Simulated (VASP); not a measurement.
# Cu: electric field gradients with PBEsol

The system is Cu.

```
Cu
1.0
     0.00000    1.80750    1.75327
     1.80750    0.00000    1.75327
     1.80750    1.80750    0.00000
Cu
1
Direct
  0.00000 0.00000 0.00000
```

This cell differs from its parent crystal: zz strain of -3 %.

```
Program                : VASP 6.6.1
Task                   : electric field gradients
Functional             : PBEsol
Potentials or basis    : VASP PAW PBE potentials, release 64 (Cu)
Cutoff                 : 520 eV
k mesh                 : 19 × 19 × 19
Occupations            : fermi-dirac, width 0.08 eV
Spin                   : no spin polarisation
Dipole correction      : no
Further INCAR settings : ALGO = Normal; EDIFF = 1e-08; NBANDS = 12
```

```
Pressure : -1.4 GPa
```

Stress tensor (GPa, compression positive):
```
-1.81  0.00  0.00
 0.00 -1.81  0.00
 0.00  0.00 -0.47
```

Levels at points of the mesh, in eV from the Fermi level:
| k point | band 2 | band 3 | band 4 | band 5 | band 6 | band 7 | band 8 | band 9 | band 10 | band 11 |
| --- | --- | --- | --- | --- | --- | --- | --- | --- | --- | --- |
| (0.00, 0.00, 0.00) | -3.21 | -3.21 | -3.06 | -2.37 | -2.21 | 22.81 | 25.60 | 25.60 | 25.76 | 28.10 |

Wall time 54 s on 1 thread of Intel(R) Xeon(R) Platinum 8488C (Sapphire Rapids), on a shared host, peak memory 0.18 GiB.

Caveat: the cell differs from its parent crystal (zz strain of -3 %); without QUAD_EFG the Cq values of the log hold for a quadrupole moment of 1 mb, not for the nuclei; the PAW data sets were made with another functional, which shifts forces and pressure a little.
